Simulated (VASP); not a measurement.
Input of a VASP 6.6.1 run:

Contents of POSCAR:

```
LiCl
1.0
    0.0000000000      2.5562338968      2.5562338968
    2.5562338968      0.0000000000      2.5562338968
    2.5562338968      2.5562338968      0.0000000000
Li Cl
1 1
Direct
    0.0000000000      0.0000000000      0.0000000000
    0.5000000000      0.5000000000      0.5000000000
```

The input INCAR.step1:

```
ALGO = Normal ; EDIFF = 1E-5
ENCUT = 830 ; GGA = PE
GGA_COMPAT = False ; ISMEAR = -1
LASPH = True ; LCHARG = False
LREAL = False ; LWAVE = True
NBANDS = 12 ; NELM = 120
PREC = Accurate ; SIGMA = 0.01
```

File INCAR.step2:

```
ALGO = Normal ; EDIFF = 1E-6
ENCUT = 830 ; GGA_COMPAT = False
ISIF = 2 ; ISMEAR = -1
ISTART = 1 ; LASPH = True
LCHARG = False ; LMIXTAU = True
LREAL = False ; LWAVE = False
METAGGA = R2SCAN ; NBANDS = 12
NELM = 120 ; PREC = Accurate
SIGMA = 0.01
```

KPOINTS

```
k-points
0
Gamma
  8 8 8
```

Potentials or basis: VASP PAW PBE potentials, release 64 (Li_sv, Cl).

Command:

```sh
$ cat potpaw_PBE.64/Li_sv/POTCAR potpaw_PBE.64/Cl/POTCAR > POTCAR
$ cp INCAR.step1 INCAR
$ mpirun -np 1 vasp_std > vasp.out
$ cp INCAR.step2 INCAR
$ mpirun -np 1 vasp_std > vasp.out
```

Problem. Predict the band gap on the k mesh.

Solution. 7.36 eV.

Problem. Predict the pressure.

Solution. -0.5 GPa.

Caveat: the PAW data sets were made with another functional, which shifts forces and pressure a little. A k mesh can miss the band edges.
